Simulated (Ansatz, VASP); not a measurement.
PbS in VASP and in Ansatz

```
Pb S
1.0
     1.93017   -5.93930   -0.09778
     2.22974    6.04330    0.20178
     0.10698    0.10698    4.27932
Pb S
2 2
Direct
  0.86944 0.13056 0.75000
  0.13056 0.86944 0.25000
  0.64520 0.35480 0.75000
  0.35480 0.64520 0.25000
```

Alike in both runs: task single point; functional PBE; k mesh 6 × 6 × 6; occupations fermi-dirac, width 0.02 eV; no spin polarisation.

```csv
,VASP,Ansatz
version,VASP 6.6.1,Ansatz 0.2.0
potentials or method,"VASP PAW PBE potentials, release 64 (Pb_d, S), cutoff 520 eV","plane waves, PAW"
valence electrons in the cell,40,40
```

|  | VASP | Ansatz | Ansatz less VASP |
| --- | --- | --- | --- |
| pressure (GPa) | 1.4 | 1.4 | +0.07 |
| traceless stress, the component that is largest in VASP (GPa) | -2.76 | -2.76 | +0.006 |

Spin-orbit coupling is off throughout.
